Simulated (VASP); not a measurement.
Input of a VASP 6.6.1 run:

Contents of INCAR:

```
SYSTEM = H2CO
PREC = Accurate
ENCUT = 520
EDIFF = 1E-7
ISMEAR = -1
SIGMA = 0.02
LREAL = Auto
LASPH = .TRUE.
NELM = 80
ALGO = Normal
ISIF = 2
LWAVE = .FALSE.
LCHARG = .FALSE.
GGA = PE
IVDW = 12
NBANDS = 86
```

The input KPOINTS:

```
regular mesh
0
G
  1 1 1
  0 0 0
```

POSCAR

```
H2CO
1.0
    8.2625860000     -0.0036300000      0.0580830000
   -0.0036300000      8.1552410000      0.1769840000
    0.0580830000      0.1769840000      8.2602630000
O C H
10 10 20
Direct
    0.5253314581      0.4195889912      0.4670343589
   -0.0104358356      0.7557217223      0.6795492457
    0.3836693559      0.6707054126      0.0832190459
    0.6623593292      0.8678506236      0.3382982489
    0.0891847724      0.0855214159      0.2688151647
    0.4977762320      0.4967653979      0.8089171175
    0.4453900934      0.1393339193      0.9577988658
    0.8755298630      0.4293989803      0.4651607158
    0.7727216466      0.4599507333     -0.0277092766
    0.5142913401      0.0272762212      0.5685413360
    0.5403718201      0.3629426868      0.3400107884
   -0.0681683211      0.8938512076      0.6971281736
    0.2902791829      0.7328486173     -0.0051042885
    0.6698091561      0.8576477495      0.1955392395
    0.1914530681      0.1191602196      0.3690427749
    0.5244751040      0.6104134984      0.7126895947
    0.3245353098      0.1677495503      0.8833569862
    1.0236734430      0.4514128664      0.4347015489
    0.8400724468      0.3297661591      0.0176680498
    0.6005729018      0.0460865073      0.6900821862
    0.5102106830      0.2271938186      0.3058565765
    0.5893645895      0.4399117050      0.2155755335
   -0.0114896008      0.9923832334      0.7770977021
   -0.1925958461      0.9328192332      0.6426299581
    0.3219299876      0.7861457157     -0.1380868712
    0.1586003637      0.7392355575      0.0470753957
    0.5571278061      0.8669032210      0.1193197294
    0.7800218014      0.7918530513      0.1270115338
    0.2939908035      0.0300211524      0.3595661383
    0.1810466568      0.2249334260      0.4614592356
    0.4298414239      0.6705277005      0.6392969384
    0.6500066813      0.6725962065      0.7163097464
    0.3136525267      0.1464746010      0.7498016055
    0.2050217029      0.1790910339      0.9476206117
    1.0795890725      0.4254582326      0.3158731057
    1.0959561518      0.5287023610      0.5197257908
    0.9065479056      0.2573652615     -0.0722379609
    0.8163825300      0.2711391731      0.1455395256
    0.6031626590     -0.0401006976      0.8069674882
    0.6823911062      0.1599437927      0.6949605824
```

Potentials or basis: VASP PAW PBE potentials, release 64 (O, C, H).

The run is started by

```console
$ cat potpaw_PBE.64/O/POTCAR potpaw_PBE.64/C/POTCAR potpaw_PBE.64/H/POTCAR > POTCAR
$ mpirun -np 1 vasp_gam > vasp.out
```

(1) Estimate the dispersion energy per atom.

(2) What does it give for the largest force?

(3) Estimate the pressure.

Results:

(1) -0.040 eV.

(2) 6.470 eV/Å.

(3) -1.8 GPa.

Caveat: the k points lie up to 0.77 Å⁻¹ apart; the atoms stand as in a frame of molecular dynamics.
